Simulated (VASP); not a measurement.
# BN (F-43m) in VASP: further runs

Runs on BN. Level: PBEsol. Tasks: single point, relaxation of cell and atoms.

Everything below comes from runs of VASP 6.6.1. Logs are shortened: lines on timing, memory, paths and dates and some standing lists are left out, and cuts for length are marked.

## Step 1: The cell of the first run

It takes space group F-43m (No. 216, cubic). The conventional cell has a = 3.480 Å, b = 3.480 Å, c = 3.480 Å, α = 90.00°, β = 90.00°, γ = 90.00°. Within 2.0 Å of B (site symmetry -43m) lie 4 N at 1.51 Å. Within 2.0 Å of N (site symmetry -43m) lie 4 B at 1.51 Å.

## Step 2: Single point, PBEsol

File INCAR:

```
SYSTEM = BN
  PREC = Accurate
  ENCUT = 520
  EDIFF = 1E-6
  ISMEAR = 0
  SIGMA = 0.02
  LREAL = .False.
  LASPH = .True.
  NELM = 60
  ALGO = Normal
  ISIF = 2
  LWAVE = .False.
  LCHARG = .False.
  GGA = PS
  NBANDS = 11
```

File KPOINTS:

```
Automatic mesh
0
Gamma
  12 12 12
  0 0 0
```

File POSCAR:

```
BN
1.0
    1.2302106582      0.7102624547      2.0089565636
   -1.2302106582      0.7102624547      2.0089565636
    0.0000000000     -1.4205249093      2.0089565636
B N
1 1
Direct
    1.0412169435      1.0412169435      1.0412169435
    0.2912160565      0.2912160565      0.2912160565
```

Potentials or basis: VASP PAW PBE potentials, release 64 (B, N).

Command:

```console
cat potpaw_PBE.64/B/POTCAR potpaw_PBE.64/N/POTCAR > POTCAR
mpirun -np 1 vasp_std > vasp.out
```

OUTCAR:

```text
SYSTEM = BN
   PREC = Accurate
   ENCUT = 520
   EDIFF = 1E-6
   ISMEAR = 0
   LREAL = .False.
   LASPH = .True.
   NELM = 60
   ISIF = 2
   GGA = PS

 ion  position               nearest neighbor table
   1  0.041  0.041  0.041-   2 1.51   2 1.51   2 1.51   2 1.51
   2  0.291  0.291  0.291-   1 1.51   1 1.51   1 1.51   1 1.51

  LATTYP: Found a trigonal (rhomboedric) cell.
 ALAT       =     2.4604466043
 COS(alpha) =     0.5000102777

  Lattice vectors:

 A1 = (   1.2302106582,   0.7102624547,   2.0089565636)
 A2 = (  -1.2302106582,   0.7102624547,   2.0089565636)
 A3 = (   0.0000000000,  -1.4205249093,   2.0089565636)

Analysis of symmetry for initial positions (statically):
=====================================================================
 Subroutine PRICEL returns:
 Original cell was already a primitive cell.

 Routine SETGRP: Setting up the symmetry group for a
 trigonal (rhombohedral) supercell.

 Subroutine GETGRP returns: Found  6 space group operations
 (whereof  6 operations were pure point group operations)
 out of a pool of 12 trial point group operations.

The static configuration has the point symmetry C_3v.

Analysis of symmetry for dynamics (positions and initial velocities):
=====================================================================
 Subroutine PRICEL returns:
 Original cell was already a primitive cell.

 Routine SETGRP: Setting up the symmetry group for a
 trigonal (rhombohedral) supercell.

 Subroutine GETGRP returns: Found  6 space group operations
 (whereof  6 operations were pure point group operations)
 out of a pool of 12 trial point group operations.

The dynamic configuration has the point symmetry C_3v.

 Subroutine INISYM returns: Found  6 space group operations
 (whereof  6 operations are pure point group operations),
 and found     1 'primitive' translations

----------------------------------------------------------------------------------------

                                     Primitive cell

  volume of cell :      10.5322

  direct lattice vectors                    reciprocal lattice vectors
     1.230210658  0.710262455  2.008956564     0.406434456  0.234655043  0.165923614
    -1.230210658  0.710262455  2.008956564    -0.406434456  0.234655043  0.165923614
     0.000000000 -1.420524909  2.008956564     0.000000000 -0.469310086  0.165923614

  length of vectors
     2.460446604  2.460446604  2.460446604     0.497777663  0.497777663  0.497777663

  position of ions in fractional coordinates (direct lattice)
     0.041216943  0.041216943  0.041216943
     0.291216056  0.291216056  0.291216056

  ion indices of the primitive-cell ions
   primitive index   ion index
                 1           1
                 2           2

----------------------------------------------------------------------------------------

 KPOINTS: Automatic mesh

Automatic generation of k-mesh.
 Grid dimensions read from file:
 generate k-points for:   12   12   12

 Generating k-lattice:

  Cartesian coordinates                     Fractional coordinates (reciprocal lattice)
     0.033869538  0.019554587  0.013826968     0.083333333 -0.000000000 -0.000000000
    -0.033869538  0.019554587  0.013826968    -0.000000000  0.083333333 -0.000000000
     0.000000000 -0.039109174  0.013826968     0.000000000  0.000000000  0.083333333

  Length of vectors
     0.041481472  0.041481472  0.041481472

  Shift w.r.t. Gamma in fractional coordinates (k-lattice)
     0.000000000  0.000000000  0.000000000

 Subroutine IBZKPT returns following result:
 ===========================================

 Found    189 irreducible k-points:

 Following reciprocal coordinates:
            Coordinates               Weight
  0.000000  0.000000  0.000000      1.000000
  0.083333  0.000000 -0.000000      6.000000
  0.083333  0.083333  0.083333      2.000000
  0.166667  0.000000  0.000000      6.000000
  0.166667  0.166667  0.166667      2.000000
  0.250000  0.000000  0.000000      6.000000
[... 16 lines left out ...]
  0.333333  0.250000  0.333333      6.000000
  0.416667  0.083333 -0.000000     12.000000
 [... further k-points ...]
   k-points           NKPTS =    189   k-points in BZ     NKDIM =    189   number of bands    NBANDS=     11
   number of dos      NEDOS =    301   number of ions     NIONS =      2
   total plane-waves  NPLWV =   5832
   dimension x,y,z NGX =    18 NGY =   18 NGZ =   18
   dimension x,y,z NGXF=    36 NGYF=   36 NGZF=   36
   ions per type =               1   1
   NGX,Y,Z   is equivalent  to a cutoff of  12.16, 12.16, 12.16 a.u.
   NGXF,Y,Z  is equivalent  to a cutoff of  24.32, 24.32, 24.32 a.u.
 SYSTEM =  BN
   PREC   = accura    normal or accurate (medium, high low for compatibility)
   ISTART =      0    job   : 0-new  1-cont  2-samecut
   ICHARG =      2    charge: 1-file 2-atom 10-const
   ISPIN  =      1    spin polarized calculation?
   LNONCOLLINEAR =      F non collinear calculations
   LSORBIT =      F    spin-orbit coupling
   LASPH  =      T    aspherical Exc in radial PAW
   ENCUT  =  520.0 eV  38.22 Ry    6.18 a.u.   4.57  4.57  4.57*2*pi/ulx,y,z
   NELM   =     60;   NELMIN=  2; NELMDL= -5     # of ELM steps
   EDIFF  = 0.1E-05   stopping-criterion for ELM
   LREAL  =      F    real-space projection
   EDIFFG = 0.1E-04   stopping-criterion for IOM
   NSW    =      0    number of steps for IOM
   IBRION =     -1    ionic relax: 0-MD 1-quasi-New 2-CG
   NFREE  =      0    steps in history (QN), initial steepest desc. (CG)
   ISIF   =      2    stress and relaxation
   ISYM   =      2    0-nonsym 1-usesym 2-fastsym
   POTIM  = 0.5000    time-step for ionic-motion
   TEBEG  =    0.0;   TEEND  =   0.0 temperature during run
   PSTRESS=    0.0 pullay stress
   NELECT =       8.0000    total number of electrons
   NUPDOWN=      -1.0000    fix difference up-down
   EMIN   =  10.00;   EMAX   =-10.00  energy-range for DOS
   EFERMI =   0.00;   METHOD = LEGACY
   ISMEAR =     0;   SIGMA  =   0.02  broadening in eV -4-tet -1-fermi 0-gaus
   EFERMI_NEDOS =   21; number of points for ismear=-14 and -15
   IALGO  =     38    algorithm
   IMIX   =      4    mixing-type and parameters
     AMIX     =   0.40;   BMIX     =  1.00
     AMIX_MAG =   1.60;   BMIX_MAG =  1.00
  volume/ion in A,a.u.               =       5.27        35.54
  Fermi-wavevector in a.u.,A,eV,Ry     =   1.493705  2.822693 30.356694  2.231154
  Thomas-Fermi vector in A             =   2.606071
   LORBIT       =      0    0 simple, 1 ext, 2 COOP (PROOUT), +10 PAW based schemes
   GGA     = PS    functional components
   LHFCALC =     F    Hartree Fock is set to
   AEXX    =    0.0000 exact exchange contribution
   IVDW    =     0    specifies the selected vdW correction
   LEPSILON=     F    determine dielectric tensor
   LRPA    =     F    only Hartree local field effects (RPA)
 non-spin polarized calculation
 Gauss-broadening in eV      SIGMA  =   0.02
  energy-cutoff  :      520.00
  volume of cell :       10.53
 maximum number of plane-waves:       295
   NGX =  9   NGY =  9   NGZ =  9

 number of electron       8.0000001 magnetization

 Free energy of the ion-electron system (eV)
  ---------------------------------------------------
  ext. energy  EPLUGINS =         0.00000000
  ---------------------------------------------------
  free energy    TOTEN  =       -18.16801560 eV

  energy without entropy =      -18.16801560  energy(sigma->0) =      -18.16801560

 E-fermi :   9.0615     XC(G=0): -13.5843

 val. band max:        8.8413638206   @ k =   0.0000   0.0000   0.0000
 cond. band min:      13.2298285423   @ k =   0.5000   0.5000   0.0000
 fundamental gap:      4.3884647218
 Fermi energy:         9.0614682160

 k-point     1 :       0.0000    0.0000    0.0000
  band No.  band energies     occupation
      1     -12.7777      2.00000
      2       8.8412      2.00000
      3       8.8414      2.00000
      4       8.8414      2.00000
      5      18.1415      0.00000
      6      18.1418      0.00000
      7      18.1418      0.00000
      8      21.0217      0.00000
      9      35.5585      0.00000
     10      37.9776      0.00000
     11      37.9776      0.00000

 k-point     2 :       0.0833    0.0000   -0.0000
  band No.  band energies     occupation
      1     -12.5921      2.00000
      2       7.8461      2.00000
      3       8.6342      2.00000
      4       8.6343      2.00000
      5      18.4547      0.00000
      6      18.4551      0.00000
      7      18.4930      0.00000
      8      21.5226      0.00000
      9      34.9792      0.00000
     10      35.4587      0.00000
     11      35.4589      0.00000

 k-point     3 :       0.0833    0.0833    0.0833
  band No.  band energies     occupation
      1     -12.5921      2.00000
      2       7.8459      2.00000
      3       8.6344      2.00000
      4       8.6344      2.00000
      5      18.4551      0.00000
      6      18.4551      0.00000
      7      18.4929      0.00000
      8      21.5224      0.00000
      9      34.9792      0.00000
     10      35.4589      0.00000
     11      35.4589      0.00000

 k-point     4 :       0.1667    0.0000    0.0000
  band No.  band energies     occupation
      1     -12.0405      2.00000
      2       5.5533      2.00000
      3       8.1351      2.00000
      4       8.1352      2.00000
      5      19.0846      0.00000
      6      19.1707      0.00000
      7      19.1710      0.00000
      8      22.7189      0.00000
      9      33.7647      0.00000
     10      33.7651      0.00000
     11      34.0293      0.00000
[... 239 lines left out ...]
 k-point    22 :       0.0833    0.0833   -0.2500
  band No.  band energies     occupation
      1     -10.2234      2.00000
      2       1.1586      2.00000
      3       6.5237      2.00000
      4       7.0693      2.00000
      5      18.9621      0.00000
      6      20.7838      0.00000
      7      21.0269      0.00000
      8      24.1159      0.00000
      9      31.0209      0.00000
     10      35.3090      0.00000
     11      36.1095      0.00000

 k-point    23 :       0.3333    0.2500    0.3333
  band No.  band energies     occupation
      1     -10.2235      2.00000
      2       1.1585      2.00000
      3       6.5238      2.00000
      4       7.0695      2.00000
      5      18.9623      0.00000
      6      20.7843      0.00000
      7      21.0269      0.00000
      8      24.1159      0.00000
      9      31.0210      0.00000
     10      35.3093      0.00000
     11      36.1093      0.00000

 k-point    24 :       0.4167    0.0833   -0.0000
  band No.  band energies     occupation
      1      -8.9365      2.00000
      2      -1.2118      2.00000
      3       6.3114      2.00000
      4       6.5157      2.00000
      5      19.2370      0.00000
      6      20.9507      0.00000
      7      20.9979      0.00000
      8      24.8838      0.00000
      9      32.1266      0.00000
     10      35.8805      0.00000
     11      37.3383      0.00000

 [... further k-points ...]
[... 5 lines left out ...]
  --------------------------------------------------------------------------------------
  -------------------------------------------------------------------------------------
  Total        3.3572874      3.3572874      3.3561531      0.0000000      0.0000000      0.0000000
  in kB      510.7154042    510.7154042    510.5428637      0.0000000      0.0000000      0.0000000
  external PRESSURE =     510.6578907 kB  Pullay stress =       0.0000000 kB

 VOLUME and BASIS-vectors are now :
 -----------------------------------------------------------------------------
  energy-cutoff  :      520.00
  volume of cell :       10.53
      direct lattice vectors                 reciprocal lattice vectors
     1.230210658  0.710262455  2.008956564     0.406434456  0.234655043  0.165923614
    -1.230210658  0.710262455  2.008956564    -0.406434456  0.234655043  0.165923614
     0.000000000 -1.420524909  2.008956564     0.000000000 -0.469310086  0.165923614

 POSITION                                       TOTAL-FORCE (eV/Angst)
 -----------------------------------------------------------------------------------
      0.00000      0.00000      0.24841         0.000000     -0.000000     -0.000004
      0.00000      0.00000      1.75512         0.000000      0.000000      0.000004
 -----------------------------------------------------------------------------------
    total drift:                               -0.000000      0.000000     -0.000032

  FREE ENERGIE OF THE ION-ELECTRON SYSTEM (eV)
  ---------------------------------------------------
  free  energy   TOTEN  =       -18.1680155992 eV

  energy  without entropy=      -18.1680155992  energy(sigma->0) =      -18.16801560
```

Run time: 29 s. Hardware: 1 thread of Intel Xeon 8259CL, shared host; peak memory 0.13 GiB.

Results:

| Quantity | Value |
| --- | --- |
| Free energy | -18.1680 eV |
| Pressure | 51.1 GPa |
| Band gap on the k mesh | 4.39 eV, indirect (least direct gap 9.30 eV) |

Levels at points of the mesh, in eV from the valence-band top:
| k point | band 1 | band 2 | band 3 | band 4 | band 5 | band 6 | band 7 | band 8 |
| --- | --- | --- | --- | --- | --- | --- | --- | --- |
| (0.00, 0.00, 0.00) | -21.62 | 0.00 | 0.00 | 0.00 | 9.30 | 9.30 | 9.30 | 12.18 |
| (0.50, 0.00, 0.00) | -16.78 | -11.88 | -2.18 | -2.18 | 11.24 | 11.24 | 11.63 | 16.23 |
| (0.50, 0.50, 0.50) | -16.78 | -11.88 | -2.18 | -2.18 | 11.24 | 11.24 | 11.63 | 16.23 |
| (0.50, 0.50, 0.00) | -15.25 | -9.76 | -5.54 | -5.54 | 4.39 | 9.72 | 19.70 | 19.70 |

Caveat: the PAW data sets were made with another functional, which shifts forces and pressure a little. Expect the measured gap to be larger: semilocal functionals such as PBEsol lack the derivative discontinuity.

(Continued in part 2 of 2.)
